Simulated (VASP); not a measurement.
The system is PbF2.

```
Pb F
1.0
     0.00000    2.95795    2.95795
     2.95795    0.00000    2.95795
     2.95795    2.95795    0.00000
Pb F
1 2
Direct
  0.00000 0.00000 0.00000
  0.75000 0.75000 0.75000
  0.25000 0.25000 0.25000
```

```yaml
Program: VASP 6.6.1
Task: relaxation of cell and atoms
Functional: PBE
Potentials_or_basis: VASP PAW PBE potentials, release 64 (Pb_d, F)
Cutoff: 600 eV
k_mesh: 8 × 8 × 8
Occupations: gaussian, width 0.02 eV
Spin: no spin polarisation
```

At the start: pressure 2.9 GPa; volume 17.25 Å³/atom.

**Question.** How do energy, volume and symmetry change on relaxing?

**Answer.** Over 3 steps the energy falls by 6.1 meV/atom and the volume is 17.95 Å³/atom (+4.0 %); space group Fm-3m (No. 225, to 0.05 Å).

The path:
```tsv
step	energy change (eV)	largest force (eV/Å)	pressure (GPa)	volume (Å³)
1	0.0000	0.0000	2.90	51.76
2	-0.0179	0.0000	-0.35	54.13
3	-0.0182	0.0000	0.01	53.84
```

Final structure:
```
CELL_PARAMETERS angstrom
0.00000 2.99712 2.99712
2.99712 0.00000 2.99712
2.99712 2.99712 0.00000
ATOMIC_POSITIONS crystal
Pb 0.00000 0.00000 0.00000
F 0.75000 0.75000 0.75000
F 0.25000 0.25000 0.25000
```
